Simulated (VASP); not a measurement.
# TiO2 in VASP: a series of runs

The runs below take TiO2 through single point, with PBE+D3(BJ).

Everything below comes from runs of VASP 6.6.1. Logs are shortened: lines on timing, memory, paths and dates and some standing lists are left out, and cuts for length are marked.

### 1 The cell of the first run

Symmetry: I4_1/amd, No. 141, tetragonal system. Conventional cell: a = 3.784 Å, b = 3.784 Å, c = 9.515 Å, α = 90.00°, β = 90.00°, γ = 90.00°. Ti (site symmetry -4m2) has 6 O at 1.93 to 1.98 Å within 2.6 Å. Within 2.6 Å of O (site symmetry 2mm) lie 3 Ti at 1.93 to 1.98 Å and 2 O at 2.47 Å.

### 2 Single point, PBE+D3(BJ)

INCAR

```
SYSTEM = TiO2
ALGO = Normal
EDIFF = 1E-6
ENCUT = 520
GGA = PE
ISIF = 2
ISMEAR = 0
IVDW = 12
LASPH = .TRUE.
LCHARG = .TRUE.
LELF = .TRUE.
LREAL = .FALSE.
LVHAR = .TRUE.
LWAVE = .FALSE.
NBANDS = 33
NELM = 80
PREC = Accurate
SIGMA = 0.05
```

KPOINTS

```
k-points
0
G
  8 8 8
  0 0 0
```

POSCAR

```
TiO2
1.0
   -1.8921000000      1.8921000000      4.7573000000
    1.8921000000     -1.8921000000      4.7573000000
    1.8921000000      1.8921000000     -4.7573000000
Ti O
2 4
Direct
    0.0000000000      0.0000000000      0.0000000000
    0.7500000000      0.2500000000      0.5000000000
    0.2081000000      0.2081000000      0.0000000000
    0.9581000000      0.4581000000      0.5000000000
    0.5419000000      0.0419000000      0.5000000000
    0.7919000000      0.7919000000      0.0000000000
```

Potentials or basis: VASP PAW PBE potentials, release 64 (Ti_sv, O).

Started as:

```sh
$ cat potpaw_PBE.64/Ti_sv/POTCAR potpaw_PBE.64/O/POTCAR > POTCAR
$ mpirun -np 1 vasp_std > vasp.out
```

OUTCAR:

```text
SYSTEM = TiO2
   EDIFF = 1E-6
   ENCUT = 520
   GGA = PE
   ISIF = 2
   ISMEAR = 0
   IVDW = 12
   LASPH = .TRUE.
   LREAL = .FALSE.
   NELM = 80
   PREC = Accurate
 IVDW          = 12

 ion  position               nearest neighbor table
   1  0.000  0.000  0.000-   5 1.93   4 1.93   5 1.93   4 1.93   3 1.98   6 1.98
   2  0.750  0.250  0.500-   6 1.93   3 1.93   6 1.93   3 1.93   4 1.98   5 1.98
   3  0.208  0.208  0.000-   2 1.93   2 1.93   1 1.98
   4  0.958  0.458  0.500-   1 1.93   1 1.93   2 1.98
   5  0.542  0.042  0.500-   1 1.93   1 1.93   2 1.98
   6  0.792  0.792  0.000-   2 1.93   2 1.93   1 1.98

  LATTYP: Found a body centered tetragonal cell.
 ALAT       =     3.7842000000
 C/A-ratio  =     2.5142962846

  Lattice vectors:

 A1 = (  -1.8921000000,   1.8921000000,   4.7573000000)
 A2 = (   1.8921000000,  -1.8921000000,   4.7573000000)
 A3 = (   1.8921000000,   1.8921000000,  -4.7573000000)

Analysis of symmetry for initial positions (statically):
=====================================================================
 Subroutine PRICEL returns:
 Original cell was already a primitive cell.

 Routine SETGRP: Setting up the symmetry group for a
 body centered tetragonal supercell.

 Subroutine GETGRP returns: Found 16 space group operations
 (whereof  8 operations were pure point group operations)
 out of a pool of 16 trial point group operations.

The static configuration has the point symmetry D_2d.
 The point group associated with its full space group is D_4h.

Analysis of symmetry for dynamics (positions and initial velocities):
=====================================================================
 Subroutine PRICEL returns:
 Original cell was already a primitive cell.

 Routine SETGRP: Setting up the symmetry group for a
 body centered tetragonal supercell.

 Subroutine GETGRP returns: Found 16 space group operations
 (whereof  8 operations were pure point group operations)
 out of a pool of 16 trial point group operations.

The dynamic configuration has the point symmetry D_2d.
 The point group associated with its full space group is D_4h.

 Subroutine INISYM returns: Found 16 space group operations
 (whereof  8 operations are pure point group operations),
 and found     1 'primitive' translations

[... 103 lines left out ...]
   LREAL  =      F    real-space projection
   EDIFFG = 0.1E-04   stopping-criterion for IOM
   NSW    =      0    number of steps for IOM
   IBRION =     -1    ionic relax: 0-MD 1-quasi-New 2-CG
   NFREE  =      0    steps in history (QN), initial steepest desc. (CG)
   ISIF   =      2    stress and relaxation
   ISYM   =      2    0-nonsym 1-usesym 2-fastsym
   POTIM  = 0.5000    time-step for ionic-motion
   TEBEG  =    0.0;   TEEND  =   0.0 temperature during run
   PSTRESS=    0.0 pullay stress
   NELECT =      48.0000    total number of electrons
   NUPDOWN=      -1.0000    fix difference up-down
   EMIN   =  10.00;   EMAX   =-10.00  energy-range for DOS
   EFERMI =   0.00;   METHOD = LEGACY
   ISMEAR =     0;   SIGMA  =   0.05  broadening in eV -4-tet -1-fermi 0-gaus
   EFERMI_NEDOS =   21; number of points for ismear=-14 and -15
   IALGO  =     38    algorithm
   IMIX   =      4    mixing-type and parameters
     AMIX     =   0.40;   BMIX     =  1.00
     AMIX_MAG =   1.60;   BMIX_MAG =  1.00
  volume/ion in A,a.u.               =      11.35        76.62
  Fermi-wavevector in a.u.,A,eV,Ry     =   1.456752  2.752862 28.873289  2.122127
  Thomas-Fermi vector in A             =   2.573634
   LORBIT       =      0    0 simple, 1 ext, 2 COOP (PROOUT), +10 PAW based schemes
   GGA     = PE    functional components
   LHFCALC =     F    Hartree Fock is set to
   AEXX    =    0.0000 exact exchange contribution
   IVDW    =    12    specifies the selected vdW correction
   LEPSILON=     F    determine dielectric tensor
   LRPA    =     F    only Hartree local field effects (RPA)
 non-spin polarized calculation
 Gauss-broadening in eV      SIGMA  =   0.05
  energy-cutoff  :      520.00
  volume of cell :       68.13
 maximum number of plane-waves:      1850
 NGX is ok and might be reduce to    42
   NGX = 21   NGY = 21   NGZ = 21

 number of electron      47.9999989 magnetization

 Free energy of the ion-electron system (eV)
  ---------------------------------------------------
  ext. energy  EPLUGINS =         0.00000000
  ---------------------------------------------------
  free energy    TOTEN  =       -53.82577413 eV

  energy without entropy =      -53.82577413  energy(sigma->0) =      -53.82577413

 E-fermi :   3.6057     XC(G=0): -10.7369

 val. band max:        3.3643023105   @ k =  -0.3750   0.3750   0.0000
 cond. band min:       5.5045581725   @ k =   0.0000   0.0000   0.0000
 fundamental gap:      2.1402558620
 Fermi energy:         3.6057183972

 k-point     1 :       0.0000    0.0000    0.0000
  band No.  band energies     occupation
      1     -52.9933      2.00000
      2     -52.9327      2.00000
      3     -29.4603      2.00000
      4     -29.2188      2.00000
      5     -29.2188      2.00000
      6     -29.1469      2.00000
[... 853 lines left out ...]
     32      10.0658      0.00000
     33      10.6296      0.00000

 [... further k-points ...]

------------------------ aborting loop because EDIFF is reached ----------------------------------------

 Edisp (eV)   -1.35559

 E8    (eV) :    -0.5387

  FORCE on cell =-STRESS in cart. coord.  units (eV):
  Direction    XX          YY          ZZ          XY          YZ          ZX
  --------------------------------------------------------------------------------------
  -------------------------------------------------------------------------------------
  Total       0.82642     0.82642     1.44058     0.00000     0.00000     0.00000
  in kB      19.43570    19.43570    33.87962     0.00000     0.00000     0.00000
  external pressure =       24.25 kB  Pullay stress =        0.00 kB

 VOLUME and BASIS-vectors are now :
 -----------------------------------------------------------------------------
  energy-cutoff  :      520.00
  volume of cell :       68.13
      direct lattice vectors                 reciprocal lattice vectors
    -1.892100000  1.892100000  4.757300000     0.000000000  0.264256646  0.105101633
     1.892100000 -1.892100000  4.757300000     0.264256646  0.000000000  0.105101633
     1.892100000  1.892100000 -4.757300000     0.264256646  0.264256646  0.000000000

 POSITION                                       TOTAL-FORCE (eV/Angst)
 -----------------------------------------------------------------------------------
      0.00000      0.00000      0.00000         0.000000      0.000000     -0.000000
      0.00000      1.89210      2.37865         0.000000      0.000000      0.000000
      0.00000      0.00000      1.97999         0.000000      0.000000      0.131335
      0.00000      1.89210      4.35864        -0.000000     -0.000000      0.131335
      0.00000      1.89210      0.39866         0.000000      0.000000     -0.131335
      0.00000      0.00000      7.53461        -0.000000     -0.000000     -0.131335
 -----------------------------------------------------------------------------------
    total drift:                                0.000000      0.000000      0.000000

  FREE ENERGIE OF THE ION-ELECTRON SYSTEM (eV)
  ---------------------------------------------------
  free  energy   TOTEN  =       -55.1813648798 eV

  energy  without entropy=      -55.1813648798  energy(sigma->0) =      -55.18136488
```

OSZICAR:

```text
N       E                     dE             d eps       ncg     rms          rms(c)
DAV:   1     0.660111321441E+03    0.66011E+03   -0.24163E+04  3894   0.169E+03
DAV:   2     0.306546276445E+02   -0.62946E+03   -0.58315E+03  4257   0.507E+02
DAV:   3    -0.659995615509E+02   -0.96654E+02   -0.95084E+02  5288   0.191E+02
DAV:   4    -0.708355375491E+02   -0.48360E+01   -0.48260E+01  5969   0.413E+01
DAV:   5    -0.710148095237E+02   -0.17927E+00   -0.17925E+00  4968   0.613E+00    0.322E+01
DAV:   6    -0.539380023236E+02    0.17077E+02   -0.77601E+01  5452   0.889E+01    0.109E+01
DAV:   7    -0.540297158085E+02   -0.91713E-01   -0.14552E+01  5070   0.322E+01    0.948E+00
DAV:   8    -0.538800800171E+02    0.14964E+00   -0.54857E-01  5149   0.633E+00    0.659E+00
DAV:   9    -0.538830124952E+02   -0.29325E-02   -0.78851E-01  5394   0.101E+01    0.233E+00
DAV:  10    -0.538372730062E+02    0.45739E-01   -0.36288E-01  5360   0.608E+00    0.931E-01
DAV:  11    -0.538264393405E+02    0.10834E-01   -0.43353E-02  4992   0.145E+00    0.452E-01
DAV:  12    -0.538261456251E+02    0.29372E-03   -0.72616E-03  4757   0.101E+00    0.160E-01
DAV:  13    -0.538257848161E+02    0.36081E-03   -0.10741E-03  5360   0.362E-01    0.285E-02
DAV:  14    -0.538257713196E+02    0.13497E-04   -0.15570E-04  5297   0.120E-01    0.152E-02
DAV:  15    -0.538257739518E+02   -0.26321E-05   -0.25866E-05  4982   0.427E-02    0.631E-03
DAV:  16    -0.538257741325E+02   -0.18073E-06   -0.20438E-06  3840   0.100E-02
   1 F= -.55181365E+02 E0= -.55181365E+02  d E =-.317041E-13
```

Run time: 4 min. Hardware: 1 thread of Intel Xeon Platinum 8375C at 2.90GHz (Ice Lake), shared host; peak memory 0.31 GiB.

Results:

* Free energy: -55.1814 eV
* Pressure: 2.4 GPa
* Largest force: 0.131 eV/Å
* Band gap on the k mesh: 2.14 eV (least direct gap 2.44 eV)
* Dispersion energy per atom: -0.226 eV

Forces on the atoms (eV/Å):
```
Ti   0.000  0.000  0.000
Ti   0.000  0.000  0.000
O    0.000  0.000  0.131
O    0.000  0.000  0.131
O    0.000  0.000 -0.131
O    0.000  0.000 -0.131
```

Caveat: three body term missing. PBE gaps usually lie below the measured ones, often by a third to a half.

### 3 Single point, PBE+D3(BJ)

INCAR

```
SYSTEM = TiO2
PREC = Accurate
ENCUT = 520
EDIFF = 1E-6
ISMEAR = 0
SIGMA = 0.05
LREAL = .FALSE.
LASPH = .TRUE.
NELM = 80
ALGO = Normal
ISIF = 2
LWAVE = .FALSE.
LCHARG = .FALSE.
GGA = PE
IVDW = 12
NBANDS = 33
```

KPOINTS

```
regular mesh
0
G
  8 8 8
  0 0 0
```

Changes to POSCAR since step 2:

```diff
@@ -2,5 +2,5 @@
 1.0
-   -1.8921000000      1.8921000000      4.7573000000
-    1.8921000000     -1.8921000000      4.7573000000
-    1.8921000000      1.8921000000     -4.7573000000
+   -1.9110210000      1.9110210000      4.7573000000
+    1.9110210000     -1.9110210000      4.7573000000
+    1.8731790000      1.8731790000     -4.7573000000
 Ti O
```

Potentials or basis: VASP PAW PBE potentials, release 64 (Ti_sv, O).

Started as:

```sh
$ cat potpaw_PBE.64/Ti_sv/POTCAR potpaw_PBE.64/O/POTCAR > POTCAR
$ mpirun -np 1 vasp_std > vasp.out
```

Run time: 5.5 min. Hardware: 1 thread of Intel Xeon Platinum 8375C at 2.90GHz (Ice Lake), shared host; peak memory 0.36 GiB.

It converged, with:

* Free energy: -55.1763 eV
* Pressure: 2.4 GPa
* Largest force: 0.129 eV/Å
* Band gap on the k mesh: 2.12 eV (least direct gap 2.41 eV)
* Dispersion energy per atom: -0.226 eV

Forces on the atoms (eV/Å):
```
Ti   0.000  0.000  0.000
Ti   0.000  0.000  0.000
O    0.000  0.000  0.129
O    0.000  0.000  0.129
O    0.000  0.000 -0.129
O    0.000  0.000 -0.129
```

Stress tensor (GPa, compression positive):
```
1.95 1.18 0.00
1.18 1.95 0.00
0.00 0.00 3.38
```

Levels at points of the mesh, in eV from the valence-band top:
```tsv
k point	band 22	band 23	band 24	band 25	band 26	band 27
(0.00, 0.00, 0.00)	-0.72	-0.53	-0.38	2.12	2.86	3.98
(0.50, 0.00, 0.00)	-0.94	-0.82	-0.62	3.24	3.56	3.57
(0.50, 0.50, 0.00)	-2.04	-0.02	-0.02	3.33	3.33	3.83
(0.00, 0.00, 0.50)	-2.05	-0.02	-0.02	3.37	3.37	3.82
(0.50, 0.50, 0.50)	-1.24	-0.10	-0.10	2.47	2.47	3.78
```

Caveat: three body term missing. As with any semilocal functional, this PBE gap is likely too small.

(Continued in part 2 of 2.)
